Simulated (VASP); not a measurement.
Runs of VASP 6.6.1 on SrTiO3. The structure is that of space group Pm-3m (No. 221), or close to it. The cells are those of the table. 

```tsv
task	level	spin	cell	k mesh	smearing	grid for exact exchange (PRECFOCK)	share of exact exchange	screening parameter	gap on the mesh (eV)	pressure (GPa)
dielectric tensor	r2SCAN	off	a = 3.829 Å, 5 atoms	6 × 6 × 6	gaussian 0.01 eV	-	-	-	2.40	-
single point	PBE	off	a = 3.790 Å, 5 atoms	6 × 6 × 6	fermi-dirac 0.02 eV	-	-	-	2.01	25.8
single point	PBE	off	a = 4.063 Å, 5 atoms	6 × 6 × 6	fermi-dirac 0.02 eV	-	-	-	1.63	-12.7
single point	r2SCAN	off	a = 3.790 Å, 5 atoms	6 × 6 × 6	gaussian 0.01 eV	-	-	-	2.46	22.4
single point	r2SCAN	non-collinear, zero start, SOC	a = 3.751 Å, 5 atoms	6 × 6 × 6	gaussian 0.01 eV	-	-	-	-	31.7
single point	r2SCAN	off	a = 3.751 Å, 5 atoms	6 × 6 × 6	gaussian 0.01 eV	-	-	-	(a)	31.6
single point	r2SCAN	off	a = 4.024 Å, 5 atoms	6 × 6 × 6	gaussian 0.01 eV	-	-	-	2.07	-13.2
single point	PBE	off	a = 4.024 Å, 5 atoms	6 × 6 × 6	fermi-dirac 0.02 eV	-	-	-	1.68	-9.2
single point	r2SCAN	off	a = 4.063 Å, 5 atoms	6 × 6 × 6	gaussian 0.01 eV	-	-	-	(b)	-16.6
single point	HSE06	off	a = 3.829 Å, 5 atoms	4 × 4 × 4	gaussian 0.01 eV	Fast	0.25	0.2079 1/Å	3.43	11.9
single point	PBE	off	a = 3.751 Å, 5 atoms	6 × 6 × 6	fermi-dirac 0.02 eV	-	-	-	2.06	34.9
```

Alike in all rows: potentials or basis VASP PAW PBE potentials, release 64 (Sr_sv, Ti_sv, O); cutoff (eV) 520.

Fill in the values left out.

(a) 2.53; (b) 2.00.

Caveats: the PAW data sets were made with another functional, which shifts forces and pressure a little (at least some runs); the cell stands under pressure (at least some runs); the cell stands under tension (at least some runs).

A k mesh can miss the band edges, and rows without SOC leave out spin-orbit coupling on Sr.
